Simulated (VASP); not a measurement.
# AlGa3N4 (Pm) in VASP: a series of runs

The runs below take AlGa3N4 through single point, relaxation of cell and atoms, with PBEsol.

Everything below comes from runs of VASP 6.6.1. Logs are shortened: lines on timing, memory, paths and dates and some standing lists are left out, and cuts for length are marked.

## (1) The cell of the first run

It takes space group Pm (No. 6, monoclinic). Conventional cell: a = 5.161 Å, b = 3.176 Å, c = 5.498 Å, α = 90.00°, β = 90.04°, γ = 90.00°. Al (site symmetry m) has 4 N at 1.90 to 1.91 Å within 2.5 Å. Within 2.6 Å of Ga (site symmetry m) lie 4 N at 1.94 to 1.96 Å. Ga (site symmetry m) has 4 N at 1.94 to 1.97 Å within 2.6 Å. Within 2.6 Å of Ga (site symmetry m) lie 4 N at 1.95 to 1.97 Å. N (site symmetry m) has 1 Al at 1.90 Å and 3 Ga at 1.95 to 1.96 Å within 2.5 Å. N (site symmetry m) has 2 Al at 1.91 Å and 2 Ga at 1.97 Å within 2.5 Å. N (site symmetry m) has 4 Ga at 1.94 to 1.96 Å within 2.6 Å. N (site symmetry m) has 1 Al at 1.91 Å and 3 Ga at 1.95 Å within 2.5 Å.

## (2) Single point, PBEsol

INCAR

```
SYSTEM = AlGa3N4
PREC = Accurate
ENCUT = 520
EDIFF = 1E-7
ISMEAR = 0
SIGMA = 0.02
LREAL = .False.
LASPH = .True.
NELM = 100
ALGO = Normal
ISIF = 2
LWAVE = .False.
LCHARG = .False.
GGA = PS
NBANDS = 41
```

KPOINTS

```
Automatic mesh
0
Gamma
  6 8 6
  0 0 0
```

POSCAR

```
AlGa3N4
1.0
    5.1611904604      0.0000000000      0.0001245760
    0.0000000000      3.1762955759      0.0000000000
   -0.0035960141      0.0000000000      5.4980531586
Al Ga N
1 3 4
Direct
    0.0006000606      0.5000000000      0.6673532322
    0.4991291897      0.5000000000      0.3348986686
    0.4990985387      0.0000000000      0.8315677519
    0.9998057882      0.0000000000      0.1662125245
    0.1196747547      0.5000000000      0.3400809468
    0.1176573644      0.0000000000      0.8264122328
    0.6204610962      0.0000000000      0.1662238507
    0.6311732174      0.5000000000      0.6672517926
```

Potentials or basis: VASP PAW PBE potentials, release 64 (Al, Ga_d, N).

The run is started by

```console
$ cat potpaw_PBE.64/Al/POTCAR potpaw_PBE.64/Ga_d/POTCAR potpaw_PBE.64/N/POTCAR > POTCAR
$ mpirun -np 1 vasp_std > vasp.out
```

OUTCAR:

```text
SYSTEM = AlGa3N4
   PREC = Accurate
   ENCUT = 520
   EDIFF = 1E-7
   ISMEAR = 0
   LREAL = .False.
   LASPH = .True.
   NELM = 100
   ISIF = 2
   GGA = PS

 ion  position               nearest neighbor table
   1  0.001  0.500  0.667-   5 1.90   8 1.91   6 1.91   6 1.91
   2  0.499  0.500  0.335-   7 1.94   7 1.94   8 1.95   5 1.96
   3  0.499  0.000  0.832-   7 1.94   8 1.95   8 1.95   6 1.97
   4  1.000  0.000  0.166-   5 1.95   5 1.95   7 1.96   6 1.97
   5  0.120  0.500  0.340-   1 1.90   4 1.95   4 1.95   2 1.96
   6  0.118  0.000  0.826-   1 1.91   1 1.91   4 1.97   3 1.97
   7  0.620  0.000  0.166-   2 1.94   2 1.94   3 1.94   4 1.96
   8  0.631  0.500  0.667-   1 1.91   2 1.95   3 1.95   3 1.95

  LATTYP: Found a simple monoclinic cell.
 ALAT       =     5.1611904619
 B/A-ratio  =     0.6154191750
 C/A-ratio  =     1.0652686382
 COS(beta)  =    -0.0006299151

  Lattice vectors:

 A1 = (   5.1611904604,   0.0000000000,   0.0001245760)
 A2 = (   0.0000000000,   3.1762955759,   0.0000000000)
 A3 = (  -0.0035960141,   0.0000000000,   5.4980531586)

Analysis of symmetry for initial positions (statically):
=====================================================================
 Subroutine PRICEL returns:
 Original cell was already a primitive cell.

 Routine SETGRP: Setting up the symmetry group for a
 simple monoclinic supercell.

 Subroutine GETGRP returns: Found  2 space group operations
 (whereof  2 operations were pure point group operations)
 out of a pool of  4 trial point group operations.

The static configuration has the point symmetry C_1h.

Analysis of symmetry for dynamics (positions and initial velocities):
=====================================================================
 Subroutine PRICEL returns:
 Original cell was already a primitive cell.

 Routine SETGRP: Setting up the symmetry group for a
 simple monoclinic supercell.

 Subroutine GETGRP returns: Found  2 space group operations
 (whereof  2 operations were pure point group operations)
 out of a pool of  4 trial point group operations.

The dynamic configuration has the point symmetry C_1h.

 Subroutine INISYM returns: Found  2 space group operations
 (whereof  2 operations are pure point group operations),
 and found     1 'primitive' translations

----------------------------------------------------------------------------------------

                                     Primitive cell

  volume of cell :      90.1322

  direct lattice vectors                    reciprocal lattice vectors
     5.161190460  0.000000000  0.000124576     0.193753746  0.000000000  0.000126725
     0.000000000  3.176295576  0.000000000     0.000000000  0.314832161  0.000000000
    -0.003596014  0.000000000  5.498053159    -0.000004390  0.000000000  0.181882560

  length of vectors
     5.161190462  3.176295576  5.498054335     0.193753787  0.314832161  0.181882560

  position of ions in fractional coordinates (direct lattice)
     0.000600061  0.500000000  0.667353232
     0.499129190  0.500000000  0.334898669
     0.499098539  0.000000000  0.831567752
     0.999805788  0.000000000  0.166212524
     0.119674755  0.500000000  0.340080947
     0.117657364  0.000000000  0.826412233
     0.620461096  0.000000000  0.166223851
     0.631173217  0.500000000  0.667251793

  ion indices of the primitive-cell ions
   primitive index   ion index
                 1           1
                 2           2
                 3           3
                 4           4
                 5           5
                 6           6
                 7           7
                 8           8

----------------------------------------------------------------------------------------

 KPOINTS: Automatic mesh

Automatic generation of k-mesh.
 Grid dimensions read from file:
 generate k-points for:    6    8    6

 Generating k-lattice:

  Cartesian coordinates                     Fractional coordinates (reciprocal lattice)
     0.032292291  0.000000000  0.000021121     0.166666667  0.000000000  0.000000000
[... 51 lines left out ...]

 E-fermi :   5.4219     XC(G=0): -11.6797

 val. band max:        5.3150562967   @ k =   0.0000   0.0000   0.0000
 cond. band min:       7.6177307558   @ k =   0.0000   0.0000   0.0000
 fundamental gap:      2.3026744591
 Fermi energy:         5.4218979549

 k-point     1 :       0.0000    0.0000    0.0000
  band No.  band energies     occupation
      1     -10.4205      2.00000
      2      -9.4943      2.00000
      3      -9.2945      2.00000
      4      -9.0331      2.00000
      5      -7.9074      2.00000
      6      -7.9069      2.00000
[... 33 lines left out ...]
     40      15.4226      0.00000
     41      15.7066      0.00000

 k-point     2 :       0.1667    0.0000   -0.0000
  band No.  band energies     occupation
      1     -10.3356      2.00000
      2      -9.4976      2.00000
      3      -9.3028      2.00000
      4      -9.0334      2.00000
      5      -7.9059      2.00000
      6      -7.9032      2.00000
[... 33 lines left out ...]
     40      15.4121      0.00000
     41      15.6364      0.00000

 k-point     3 :       0.3333    0.0000    0.0000
  band No.  band energies     occupation
      1     -10.1100      2.00000
      2      -9.5619      2.00000
      3      -9.3175      2.00000
      4      -9.0290      2.00000
      5      -7.9037      2.00000
      6      -7.9025      2.00000
[... 33 lines left out ...]
     40      15.3914      0.00000
     41      15.4712      0.00000

 k-point     4 :       0.5000    0.0000    0.0000
  band No.  band energies     occupation
      1      -9.8968      2.00000
      2      -9.7010      2.00000
      3      -9.3188      2.00000
      4      -9.0240      2.00000
      5      -7.9065      2.00000
      6      -7.9006      2.00000
[... 825 lines left out ...]
     40      15.5616      0.00000
     41      15.6197      0.00000

 k-point    23 :       0.3333    0.0000    0.1667
  band No.  band energies     occupation
      1     -10.0493      2.00000
      2      -9.5375      2.00000
      3      -9.3362      2.00000
      4      -9.0483      2.00000
      5      -7.8995      2.00000
      6      -7.8915      2.00000
[... 33 lines left out ...]
     40      15.3951      0.00000
     41      15.5343      0.00000

 k-point    24 :       0.5000    0.0000    0.1667
  band No.  band energies     occupation
      1      -9.8507      2.00000
      2      -9.6562      2.00000
      3      -9.3352      2.00000
      4      -9.0450      2.00000
      5      -7.8990      2.00000
      6      -7.8881      2.00000
[... 33 lines left out ...]
     40      15.2229      0.00000
     41      15.5583      0.00000

 [... further k-points ...]
[... 5 lines left out ...]
  --------------------------------------------------------------------------------------
  -------------------------------------------------------------------------------------
  Total       -1.2163119     -1.2358557     -1.2381381      0.0000000      0.0000000     -0.0021500
  in kB      -21.6210019    -21.9684090    -22.0089816      0.0000000      0.0000000     -0.0382181
  external PRESSURE =     -21.8661308 kB  Pullay stress =       0.0000000 kB

 VOLUME and BASIS-vectors are now :
 -----------------------------------------------------------------------------
  energy-cutoff  :      520.00
  volume of cell :       90.13
      direct lattice vectors                 reciprocal lattice vectors
     5.161190460  0.000000000  0.000124576     0.193753746  0.000000000  0.000126725
     0.000000000  3.176295576  0.000000000     0.000000000  0.314832161  0.000000000
    -0.003596014  0.000000000  5.498053159    -0.000004390  0.000000000  0.181882560

 POSITION                                       TOTAL-FORCE (eV/Angst)
 -----------------------------------------------------------------------------------
      0.00070      1.58815      3.66914         0.000655      0.000000     -0.000742
      2.57490      1.58815      1.84135         0.002468      0.000000     -0.002824
      2.57295      0.00000      4.57207         0.005307      0.000000      0.003274
      5.15959      0.00000      0.91397        -0.003618      0.000000      0.003957
      0.61644      1.58815      1.86980         0.003568      0.000000     -0.004947
      0.60428      0.00000      4.54367         0.002172      0.000000      0.002000
      3.20172      0.00000      0.91398        -0.001800      0.000000     -0.000480
      3.25521      1.58815      3.66866        -0.008753      0.000000     -0.000238
 -----------------------------------------------------------------------------------
    total drift:                                0.000231      0.000000     -0.000061

  FREE ENERGIE OF THE ION-ELECTRON SYSTEM (eV)
  ---------------------------------------------------
  free  energy   TOTEN  =       -55.0198282627 eV

  energy  without entropy=      -55.0198282627  energy(sigma->0) =      -55.01982826
```

It took 5.2 min on 1 thread of Intel Xeon Platinum 8488C (Sapphire Rapids), shared host; peak memory 0.39 GiB.

Results:

| Property | Result |
| --- | --- |
| Free energy | -55.0198 eV |
| Pressure | -2.2 GPa |
| Largest force | 0.009 eV/Å |
| Band gap on the k mesh | 2.30 eV |

Forces on the atoms (eV/Å):
```
Al   0.001  0.000 -0.001
Ga   0.002  0.000 -0.003
Ga   0.005  0.000  0.003
Ga  -0.004  0.000  0.004
N    0.004  0.000 -0.005
N    0.002  0.000  0.002
N   -0.002  0.000  0.000
N   -0.009  0.000  0.000
```

Levels at points of the mesh, in eV from the valence-band top:
```csv
k point,band 27,band 28,band 29,band 30,band 31,band 32,band 33,band 34,band 35,band 36
"(0.00, 0.00, 0.00)",-1.02,-0.85,-0.08,-0.03,0.00,2.30,4.55,5.14,5.68,6.34
"(0.50, 0.00, 0.00)",-1.65,-0.71,-0.66,-0.36,-0.36,4.35,4.42,4.52,4.97,7.64
"(0.00, 0.50, 0.00)",-3.48,-2.07,-2.03,-1.82,-1.78,5.56,5.58,6.79,7.00,7.71
"(0.50, 0.50, 0.00)",-3.21,-1.67,-1.45,-1.42,-1.41,5.66,5.84,5.92,6.20,7.78
"(0.00, 0.00, 0.50)",-1.80,-0.77,-0.60,-0.58,-0.33,4.51,4.67,6.05,6.37,7.37
"(0.50, 0.00, 0.50)",-1.86,-1.54,-1.16,-1.13,-1.09,5.27,5.33,5.41,5.77,7.38
"(0.00, 0.50, 0.50)",-2.58,-2.19,-2.12,-0.97,-0.86,4.80,5.14,5.57,5.65,5.94
"(0.50, 0.50, 0.50)",-1.82,-1.75,-1.72,-1.64,-1.62,4.28,4.37,4.43,4.84,7.14
```

Caveat: the PAW data sets were made with another functional, which shifts forces and pressure a little.

## (3) Single point, PBEsol

This run uses another cell than the first one: it holds 16 atoms, not 8.

INCAR

```
PREC = Accurate ; ENCUT = 600
EDIFF = 1E-6 ; ISMEAR = 0
SIGMA = 0.01 ; LREAL = False
LASPH = True ; NELM = 120
ALGO = Normal ; ISIF = 2
LWAVE = False ; LCHARG = False
GGA = PS ; NBANDS = 76
GGA_COMPAT = False
```

KPOINTS

```
Automatic mesh
0
Gamma
  6 6 6
```

POSCAR

```
AlGa3N4
1.0
   -5.1423512025      3.1649848011     -0.0001215039
    5.1423512025      3.1649848011      0.0001215039
    0.0035856884     -3.1649848011     -5.4784941380
Al Ga N
2 6 8
Direct
    0.9160194760      0.9166228994      0.3326423754
    0.4160194759      0.4166228994      0.3326423754
    0.8329818589      0.3320985615      0.6650804204
    0.3329818589      0.8320985615      0.6650804204
    0.3347078077      0.8337351917      0.1684429994
    0.8347078077      0.3337351917      0.1684429994
    0.4169788452      0.4168406264      0.8338194716
    0.9169788452      0.9168406264      0.8338194716
    0.0201169157      0.1397856692      0.6599025849
    0.5201169156      0.6397856692      0.6599025849
    0.5279889805      0.6456349602      0.1736239407
    0.0279889805      0.1456349602      0.1736239407
    0.6066700369      0.2271136761      0.8337837131
    0.1066700370      0.7271136761      0.8337837131
    0.6007355742      0.2319679203      0.3327034945
    0.1007355742      0.7319679203      0.3327034945
```

Potentials or basis: VASP PAW PBE potentials, release 64 (Al, Ga_d, N).

The run is started by

```console
$ cat potpaw_PBE.64/Al/POTCAR potpaw_PBE.64/Ga_d/POTCAR potpaw_PBE.64/N/POTCAR > POTCAR
$ mpirun -np 1 vasp_std > vasp.out
```

Run time: 17 min. Hardware: 1 thread of Intel Xeon 6975P-C (Granite Rapids), shared host; peak memory 0.89 GiB.

Results (log left out):

```yaml
Free_energy: -110.0677 eV
Pressure: -0.3 GPa
Largest_force: 0.015 eV/Å
Band_gap_on_the_k_mesh: 2.38 eV
```

Forces on the atoms (eV/Å):
```
Al   0.003  0.000  0.001
Al   0.003  0.000  0.001
Ga   0.005  0.000  0.000
Ga   0.005  0.000  0.000
Ga   0.008  0.000  0.002
Ga   0.008  0.000  0.002
Ga  -0.008  0.000  0.003
Ga  -0.008  0.000  0.003
N    0.004  0.000 -0.009
N    0.004  0.000 -0.009
N    0.003  0.000  0.007
N    0.003  0.000  0.007
N    0.000  0.000 -0.001
N    0.000  0.000 -0.001
N   -0.015  0.000 -0.002
N   -0.015  0.000 -0.002
```

Levels at points of the mesh, in eV from the valence-band top:
```csv
k point,band 58,band 59,band 60,band 61,band 62,band 63,band 64,band 65,band 66,band 67
"(0.00, 0.00, 0.00)",-1.04,-0.86,-0.09,-0.03,0.00,2.38,4.32,4.40,4.47,4.62
"(0.50, 0.00, 0.00)",-1.36,-0.90,-0.90,-0.70,-0.70,4.69,4.69,5.91,5.91,6.14
"(0.00, 0.50, 0.00)",-1.35,-0.83,-0.83,-0.72,-0.72,4.67,4.67,5.89,5.89,6.13
"(0.50, 0.50, 0.00)",-0.87,-0.73,-0.67,-0.36,-0.36,4.40,4.48,4.58,4.83,5.03
"(0.00, 0.00, 0.50)",-1.42,-0.78,-0.61,-0.58,-0.34,4.58,4.73,5.71,5.88,5.97
"(0.50, 0.50, 0.50)",-1.80,-1.56,-1.18,-1.14,-1.10,5.32,5.38,5.46,5.56,5.59
```

Caveat: the PAW data sets were made with another functional, which shifts forces and pressure a little.

## (4) Relaxation of cell and atoms, PBEsol, target pressure 10 GPa, at which the enthalpy is minimised

This run uses another cell than the first one, of 10.63 Å³/atom.

INCAR

```
SYSTEM = AlGa3N4
PREC = Accurate
ENCUT = 600
EDIFF = 1E-6
ISMEAR = 0
SIGMA = 0.02
LREAL = .FALSE.
LASPH = .TRUE.
NELM = 60
ALGO = Normal
ISIF = 3
LWAVE = .FALSE.
LCHARG = .FALSE.
GGA = PS
IBRION = 2
NSW = 70
EDIFFG = -0.008
PSTRESS = 100.0
```

KPOINTS

```
regular mesh
0
G
  6 8 6
  0 0 0
```

POSCAR

```
AlGa3N4
1.0
    5.0606643050      0.0000000000     -0.0000250182
    0.0000000000      3.1152624799      0.0000000000
   -0.0036827777      0.0000000000      5.3917714806
Al Ga N
1 3 4
Direct
    0.0007384446      0.5000000000      0.6674125558
    0.4990903065      0.5000000000      0.3349856659
    0.4989907918      0.0000000000      0.8314678052
    0.9998008937      0.0000000000      0.1661402645
    0.1196076713      0.5000000000      0.3401095401
    0.1176226141      0.0000000000      0.8263685334
    0.6203884529      0.0000000000      0.1661819672
    0.6313608350      0.5000000000      0.6673346679
```

The run is started by

```console
$ cat potpaw_PBE.64/Al/POTCAR potpaw_PBE.64/Ga_d/POTCAR potpaw_PBE.64/N/POTCAR > POTCAR
$ mpirun -np 1 vasp_std > vasp.out
```

It took 17 min on 1 thread of Oxide Virtual Turin-like, shared host; peak memory 0.42 GiB.

It converged, with:

| Property | Result |
| --- | --- |
| Free energy | -54.9047 eV |
| Relaxed volume | 10.62 Å³/atom |
| Relaxed cell | a = 5.059 Å, b = 3.114 Å, c = 5.390 Å, α = 90.00°, β = 90.04°, γ = 90.00° |
| Space group after relaxing (to 0.1 Å) | Pm (No. 6) |
| Energy change on relaxing (the run minimises the enthalpy) | +0.6 meV/atom |
| Ionic steps | 3 |
| Pressure after relaxing | 10.0 GPa |
| Largest force after relaxing | 0.007 eV/Å |
| Band gap on the k mesh | 2.72 eV |

Forces in eV/Å, atoms in the order of the input:
```
Al   0.005  0.000  0.003
Ga  -0.001  0.000  0.002
Ga  -0.007  0.000 -0.003
Ga  -0.002  0.000 -0.004
N    0.002  0.000 -0.007
N    0.004  0.000  0.006
N    0.000  0.000 -0.002
N   -0.001  0.000  0.004
```

Step by step:
```tsv
step	energy change (eV)	largest force (eV/Å)	pressure (GPa)	volume (Å³)
1	0.0000	0.0145	9.79	85.00
2	0.0107	0.0064	10.24	84.83
3	0.0045	0.0074	10.03	84.93
```

Final structure:
```
Al Ga N
1.0
     5.05915    0.00000   -0.00007
     0.00000    3.11444    0.00000
    -0.00373    0.00000    5.39020
Al Ga N
1 3 4
Direct
  0.00077 0.50000 0.66745
  0.49907 0.50000 0.33500
  0.49894 0.00000 0.83145
  0.99980 0.00000 0.16612
  0.11963 0.50000 0.34006
  0.11765 0.00000 0.82641
  0.62039 0.00000 0.16617
  0.63135 0.50000 0.66735
```

Levels at points of the mesh, in eV from the valence-band top:
| k point | band 29 | band 30 | band 31 | band 32 | band 33 | band 34 |
| --- | --- | --- | --- | --- | --- | --- |
| (0.00, 0.00, 0.00) | -0.10 | -0.03 | 0.00 | 2.72 | 4.94 | 5.32 |
| (0.50, 0.00, 0.00) | -0.72 | -0.37 | -0.37 | 4.56 | 4.69 | 4.90 |
| (0.00, 0.50, 0.00) | -2.17 | -1.94 | -1.91 | 5.58 | 5.61 | 7.28 |
| (0.50, 0.50, 0.00) | -1.56 | -1.52 | -1.51 | 5.91 | 6.07 | 6.17 |
| (0.00, 0.00, 0.50) | -0.65 | -0.62 | -0.35 | 4.88 | 5.02 | 6.42 |
| (0.50, 0.00, 0.50) | -1.25 | -1.21 | -1.15 | 5.52 | 5.61 | 5.69 |
| (0.00, 0.50, 0.50) | -2.28 | -1.04 | -0.91 | 4.97 | 5.28 | 5.75 |
| (0.50, 0.50, 0.50) | -1.84 | -1.75 | -1.72 | 4.46 | 4.54 | 4.63 |

Caveat: the cell is relaxed towards a set pressure, so the run minimises the enthalpy, not the energy; the PAW data sets were made with another functional, which shifts forces and pressure a little.

## (5) The runs side by side

| task | cell | k mesh | cutoff (eV) | smearing | gap on the mesh (eV) | pressure (GPa) | largest force (eV/Å) |
| --- | --- | --- | --- | --- | --- | --- | --- |
| single point | a = 5.161, b = 3.176, c = 5.498 Å, 8 atoms, atomic positions A | 6 × 8 × 6 | 520 | gaussian 0.02 eV | 2.30 | -2.2 | 0.01 |
| single point | a = 6.038, b = 6.038, c = 6.327 Å, angles 105.2, 105.2, 116.8°, 16 atoms, atomic positions B | 6 × 6 × 6 | 600 | gaussian 0.01 eV | 2.38 | -0.3 | 0.01 |
| relaxation of cell and atoms | relaxed to 10 GPa from a = 5.061, b = 3.115, c = 5.392 Å, 8 atoms, atomic positions C | 6 × 8 × 6 | 600 | gaussian 0.02 eV | 2.72 | 10.0 | 0.01 |

Alike in all rows: level PBEsol; potentials or basis VASP PAW PBE potentials, release 64 (Al, Ga_d, N); no spin polarisation.

Caveats: the PAW data sets were made with another functional, which shifts forces and pressure a little; the cell is relaxed towards a set pressure, so the run minimises the enthalpy, not the energy (at least some runs).

Total energies depend on the potentials used, so only differences within one code and one set of settings carry meaning.
